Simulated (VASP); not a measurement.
A run of VASP 6.6.1:

The input INCAR:

```
ALGO = Normal
EDIFF = 1E-6
ENCUT = 520
GGA = RP
GGA_COMPAT = False
ISIF = 2
ISMEAR = -1
LASPH = True
LCHARG = False
LMAXMIX = 4
LNONCOLLINEAR = True
LORBIT = 11
LORBMOM = True
LREAL = False
LSORBIT = True
LWAVE = False
MAGMOM = 0 0 0
NBANDS = 26
NELM = 150
PREC = Accurate
SIGMA = 0.1
```

KPOINTS

```
k-points
0
Gamma
  12 12 12
```

The input POSCAR:

```
Rh
1.0
    0.0000000000      1.8722002341      1.8722002341
    1.8722002341      0.0000000000      1.8722002341
    1.8722002341      1.8722002341      0.0000000000
Rh
1
Direct
    0.0000000000      0.0000000000      0.0000000000
```

Potentials or basis: VASP PAW PBE potentials, release 64 (Rh_pv).

Command:

```bash
$ cat potpaw_PBE.64/Rh_pv/POTCAR > POTCAR
$ mpirun -np 1 vasp_ncl > vasp.out
```

Hardware: 1 thread of Intel(R) Xeon(R) Platinum 8375C CPU @ 2.90GHz (Ice Lake), on a shared host.

How long does it take, and how much memory?

It took 33 s on 1 thread of Intel(R) Xeon(R) Platinum 8375C CPU @ 2.90GHz (Ice Lake) (shared host), peak memory 0.18 GiB. Counts: scf iterations 11, k points 72.
